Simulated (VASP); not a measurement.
TiAl3:

```
Ti Al
1.0
     2.83968    0.00000    0.00000
     0.00000    4.68126    0.00000
     0.00000    0.00000    4.90074
Ti Al
1 3
Direct
  0.00000 0.50000 0.16592
  0.50000 0.50000 0.66727
  0.50000 0.00000 0.33091
  0.00000 0.00000 0.83590
```

Base run:

| Item | Value |
| --- | --- |
| Program | VASP 6.6.1 |
| Functional | r2SCAN |
| Potentials or basis | VASP PAW PBE potentials, release 64 (Ti_sv, Al) |
| Cutoff | 520 eV |
| k mesh | 10 × 6 × 6, shifted |
| Occupations | gaussian, width 0.1 eV |
| Spin | no spin polarisation |

Its results: pressure -2.3 GPa; largest force 0.038 eV/Å.

Problem. After a change of settings the same cell gave: pressure -4.1 GPa; largest force 0.196 eV/Å. Which change was it?
A. k mesh from 10 × 6 × 6, shifted to 6 × 4 × 4
B. k mesh from 10 × 6 × 6, shifted to 2 × 2 × 2
C. k mesh from 10 × 6 × 6, shifted to 14 × 10 × 10
D. k mesh from 10 × 6 × 6, shifted to 4 × 2 × 2; further incar settings from ALGO = Normal; EDIFF = 1e-06; NBANDS = 18 to ALGO = Normal; EDIFF = 1e-07; NBANDS = 18

Solution. B.

Caveats: some runs use coarse meshes; the PAW data sets were made with another functional, which shifts forces and pressure a little.
